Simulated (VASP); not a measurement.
# Cd3SeS2 (I-4m2) in VASP: single point with PBE

Aim: the single point of Cd3SeS2 with PBE.

Everything below comes from runs of VASP 6.6.1. Logs are shortened: lines on timing, memory, paths and dates and some standing lists are left out, and cuts for length are marked.

**1. The cell of the first run**

The structure is tetragonal, space group I-4m2 (No. 119). Conventional cell: a = 4.270 Å, b = 4.270 Å, c = 17.966 Å, α = 90.00°, β = 90.00°, γ = 90.00°. Within 3.4 Å of Cd (site symmetry -4m2) lie 4 S at 2.58 Å. Within 3.4 Å of Cd (site symmetry 2mm) lie 2 S at 2.58 Å and 2 Se at 2.67 Å. Within 3.5 Å of Se (site symmetry -4m2) lie 4 Cd at 2.67 Å. S (site symmetry 2mm) has 4 Cd at 2.58 Å within 3.4 Å.

**2. Single point, PBE**

Input file INCAR:

```
SYSTEM = Cd3SeS2
  PREC = Accurate
  ENCUT = 520
  EDIFF = 1E-7
  ISMEAR = 0
  SIGMA = 0.15
  LREAL = .False.
  LASPH = .True.
  NELM = 60
  ALGO = Normal
  ISIF = 2
  LWAVE = .False.
  LCHARG = .True.
  GGA = PE
  LELF = .True.
  LVHAR = .True.
  NBANDS = 36
```

Input file KPOINTS:

```
regular mesh
0
Gamma
  4 4 4
  0 0 0
```

Input file POSCAR:

```
Cd3SeS2
1.0
   -2.1352049576      2.1352049576      8.9828669604
    2.1352049576     -2.1352049576      8.9828669604
    2.1352049576      2.1352049576     -8.9828669604
Cd Se S
3 1 2
Direct
    0.7500000000      0.2500000000      0.5000000000
    0.0890300444      0.5890300444      0.5000000000
    0.4109699556      0.9109699556      0.5000000000
    0.0000000000      0.0000000000      0.0000000000
    0.3304089577      0.3304089577      0.0000000000
    0.6695910423      0.6695910423      0.0000000000
```

Potentials or basis: VASP PAW PBE potentials, release 64 (Cd, Se, S).

Command:

```
$ cat potpaw_PBE.64/Cd/POTCAR potpaw_PBE.64/Se/POTCAR potpaw_PBE.64/S/POTCAR > POTCAR
$ mpirun -np 1 vasp_std > vasp.out
```

OUTCAR:

```text
SYSTEM = Cd3SeS2
   PREC = Accurate
   ENCUT = 520
   EDIFF = 1E-7
   ISMEAR = 0
   LREAL = .False.
   LASPH = .True.
   NELM = 60
   ISIF = 2
   GGA = PE

 ion  position               nearest neighbor table
   1  0.750  0.250  0.500-   5 2.58   6 2.58   5 2.58   6 2.58
   2  0.089  0.589  0.500-   6 2.58   6 2.58   4 2.67   4 2.67
   3  0.411  0.911  0.500-   5 2.58   5 2.58   4 2.67   4 2.67
   4  0.000  0.000  0.000-   3 2.67   2 2.67   2 2.67   3 2.67
   5  0.330  0.330  0.000-   1 2.58   1 2.58   3 2.58   3 2.58
   6  0.670  0.670  0.000-   1 2.58   1 2.58   2 2.58   2 2.58

  LATTYP: Found a body centered tetragonal cell.
 ALAT       =     4.2704099152
 C/A-ratio  =     4.2070279616

  Lattice vectors:

 A1 = (  -2.1352049576,   2.1352049576,   8.9828669604)
 A2 = (   2.1352049576,  -2.1352049576,   8.9828669604)
 A3 = (   2.1352049576,   2.1352049576,  -8.9828669604)

Analysis of symmetry for initial positions (statically):
=====================================================================
 Subroutine PRICEL returns:
 Original cell was already a primitive cell.

 Routine SETGRP: Setting up the symmetry group for a
 body centered tetragonal supercell.

 Subroutine GETGRP returns: Found  8 space group operations
 (whereof  8 operations were pure point group operations)
 out of a pool of 16 trial point group operations.

The static configuration has the point symmetry D_2d.

Analysis of symmetry for dynamics (positions and initial velocities):
=====================================================================
 Subroutine PRICEL returns:
 Original cell was already a primitive cell.

 Routine SETGRP: Setting up the symmetry group for a
 body centered tetragonal supercell.

 Subroutine GETGRP returns: Found  8 space group operations
 (whereof  8 operations were pure point group operations)
 out of a pool of 16 trial point group operations.

The dynamic configuration has the point symmetry D_2d.

 Subroutine INISYM returns: Found  8 space group operations
 (whereof  8 operations are pure point group operations),
 and found     1 'primitive' translations

----------------------------------------------------------------------------------------

                                     Primitive cell

  volume of cell :     163.8152

  direct lattice vectors                    reciprocal lattice vectors
[... 84 lines left out ...]
   LREAL  =      F    real-space projection
   EDIFFG = 0.1E-05   stopping-criterion for IOM
   NSW    =      0    number of steps for IOM
   IBRION =     -1    ionic relax: 0-MD 1-quasi-New 2-CG
   NFREE  =      0    steps in history (QN), initial steepest desc. (CG)
   ISIF   =      2    stress and relaxation
   ISYM   =      2    0-nonsym 1-usesym 2-fastsym
   POTIM  = 0.5000    time-step for ionic-motion
   TEBEG  =    0.0;   TEEND  =   0.0 temperature during run
   PSTRESS=    0.0 pullay stress
   NELECT =      54.0000    total number of electrons
   NUPDOWN=      -1.0000    fix difference up-down
   EMIN   =  10.00;   EMAX   =-10.00  energy-range for DOS
   EFERMI =   0.00;   METHOD = LEGACY
   ISMEAR =     0;   SIGMA  =   0.15  broadening in eV -4-tet -1-fermi 0-gaus
   EFERMI_NEDOS =   21; number of points for ismear=-14 and -15
   IALGO  =     38    algorithm
   IMIX   =      4    mixing-type and parameters
     AMIX     =   0.40;   BMIX     =  1.00
     AMIX_MAG =   1.60;   BMIX_MAG =  1.00
  volume/ion in A,a.u.               =      27.30       184.25
  Fermi-wavevector in a.u.,A,eV,Ry     =   1.130893  2.137077 17.400739  1.278918
  Thomas-Fermi vector in A             =   2.267590
   LORBIT       =      0    0 simple, 1 ext, 2 COOP (PROOUT), +10 PAW based schemes
   GGA     = PE    functional components
   LHFCALC =     F    Hartree Fock is set to
   AEXX    =    0.0000 exact exchange contribution
   IVDW    =     0    specifies the selected vdW correction
   LEPSILON=     F    determine dielectric tensor
   LRPA    =     F    only Hartree local field effects (RPA)
 non-spin polarized calculation
 Gauss-broadening in eV      SIGMA  =   0.15
  energy-cutoff  :      520.00
  volume of cell :      163.82
 maximum number of plane-waves:      4452
   NGX = 35   NGY = 35   NGZ = 35

 number of electron      53.9999994 magnetization

 Free energy of the ion-electron system (eV)
  ---------------------------------------------------
  ext. energy  EPLUGINS =         0.00000000
  ---------------------------------------------------
  free energy    TOTEN  =       -17.73048593 eV

  energy without entropy =      -17.73048210  energy(sigma->0) =      -17.73048401

 E-fermi :   1.2059     XC(G=0):  -8.8142

 val. band max:        0.8001113021   @ k =   0.0000   0.0000   0.0000
 cond. band min:       1.5903251259   @ k =   0.0000   0.0000   0.0000
 fundamental gap:      0.7902138238
 Fermi energy:         1.2059269709

 k-point     1 :       0.0000    0.0000    0.0000
  band No.  band energies     occupation
      1     -11.3792      2.00000
      2     -11.0375      2.00000
      3     -11.0022      2.00000
      4      -6.8821      2.00000
      5      -6.8821      2.00000
      6      -6.8733      2.00000
[... 496 lines left out ...]
     35       7.7610      0.00000
     36       7.9063      0.00000

------------------------ aborting loop because EDIFF is reached ----------------------------------------

  FORCE on cell =-STRESS in cart. coord.  units (eV):
  Direction    XX          YY          ZZ          XY          YZ          ZX
  --------------------------------------------------------------------------------------
  -------------------------------------------------------------------------------------
  Total        0.1587776      0.1587776      0.1416855      0.0000000      0.0000000      0.0000000
  in kB        1.5529079      1.5529079      1.3857401      0.0000000      0.0000000      0.0000000
  external PRESSURE =       1.4971853 kB  Pullay stress =       0.0000000 kB

 VOLUME and BASIS-vectors are now :
 -----------------------------------------------------------------------------
  energy-cutoff  :      520.00
  volume of cell :      163.82
      direct lattice vectors                 reciprocal lattice vectors
    -2.135204958  2.135204958  8.982866960     0.000000000  0.234169557  0.055661517
     2.135204958 -2.135204958  8.982866960     0.234169557  0.000000000  0.055661517
     2.135204958  2.135204958 -8.982866960     0.234169557  0.234169557  0.000000000

 POSITION                                       TOTAL-FORCE (eV/Angst)
 -----------------------------------------------------------------------------------
      0.00000      2.13520      4.49143         0.000000      0.000000     -0.000000
      2.13520      0.00000      1.59949        -0.000000     -0.000000     -0.019739
      2.13520      0.00000      7.38338        -0.000000     -0.000000      0.019739
      0.00000      0.00000      0.00000         0.000000      0.000000     -0.000000
      0.00000      0.00000      5.93604         0.000000      0.000000     -0.004978
      0.00000      0.00000     12.02969         0.000000      0.000000      0.004978
 -----------------------------------------------------------------------------------
    total drift:                               -0.000001      0.000001      0.000000

  FREE ENERGIE OF THE ION-ELECTRON SYSTEM (eV)
  ---------------------------------------------------
  free  energy   TOTEN  =       -17.7304859280 eV

  energy  without entropy=      -17.7304820963  energy(sigma->0) =      -17.73048401
```

OSZICAR:

```text
N       E                     dE             d eps       ncg     rms          rms(c)
DAV:   1     0.368964500209E+03    0.36896E+03   -0.25712E+04   936   0.136E+03
DAV:   2     0.387011990833E+01   -0.36509E+03   -0.35348E+03  1020   0.336E+02
DAV:   3    -0.189790894580E+02   -0.22849E+02   -0.22708E+02  1104   0.806E+01
DAV:   4    -0.192439711918E+02   -0.26488E+00   -0.26460E+00  1080   0.840E+00
DAV:   5    -0.192477701217E+02   -0.37989E-02   -0.37986E-02  1136   0.102E+00    0.116E+01
DAV:   6    -0.177649437176E+02    0.14828E+01   -0.29545E+00  1156   0.138E+01    0.928E+00
DAV:   7    -0.177373241950E+02    0.27620E-01   -0.10786E+00  1056   0.458E+00    0.415E+00
DAV:   8    -0.177315396094E+02    0.57846E-02   -0.13646E-01  1100   0.297E+00    0.613E-01
DAV:   9    -0.177299120036E+02    0.16276E-02   -0.24683E-02  1100   0.148E+00    0.161E-01
DAV:  10    -0.177301644356E+02   -0.25243E-03   -0.17672E-03  1044   0.344E-01    0.118E-01
DAV:  11    -0.177303963243E+02   -0.23189E-03   -0.31153E-04  1036   0.884E-02    0.523E-02
DAV:  12    -0.177304768507E+02   -0.80526E-04   -0.10359E-04  1040   0.505E-02    0.108E-02
DAV:  13    -0.177304847652E+02   -0.79145E-05   -0.10590E-05  1076   0.203E-02    0.521E-03
DAV:  14    -0.177304856948E+02   -0.92955E-06   -0.31754E-06  1048   0.121E-02    0.264E-03
DAV:  15    -0.177304859759E+02   -0.28117E-06   -0.80639E-07   960   0.421E-03    0.213E-03
DAV:  16    -0.177304859280E+02    0.47905E-07   -0.10962E-07   772   0.238E-03
   1 F= -.17730486E+02 E0= -.17730484E+02  d E =-.383170E-05
```

stdout:

```text
POSCAR found type information on POSCAR CdSeS
 POSCAR found :  3 types and       6 ions
 scaLAPACK will be used
 LDA part: xc-table for (Slater+PW92), standard interpolation
 POSCAR, INCAR and KPOINTS ok, starting setup
 FFT: planning ... GRIDC
 FFT: planning ... GRID_SOFT
 FFT: planning ... GRID
 WAVECAR not read
 entering main loop
```

Wall time 4.5 min (1 thread of Intel Xeon Platinum 8259CL at 2.50GHz (Skylake/Cascade Lake), shared host); peak memory 0.7 GiB.

What came out:

| Quantity | Value |
| --- | --- |
| Free energy | -17.7305 eV |
| Pressure | 0.1 GPa |
| Largest force | 0.020 eV/Å |
| Band gap on the k mesh | 0.79 eV, direct |

Forces on the atoms (eV/Å):
```
Cd   0.000  0.000  0.000
Cd   0.000  0.000 -0.020
Cd   0.000  0.000  0.020
Se   0.000  0.000  0.000
S    0.000  0.000 -0.005
S    0.000  0.000  0.005
```

Caveat: the k points lie up to 0.52 Å⁻¹ apart. Expect the measured gap to be larger: semilocal functionals such as PBE lack the derivative discontinuity.
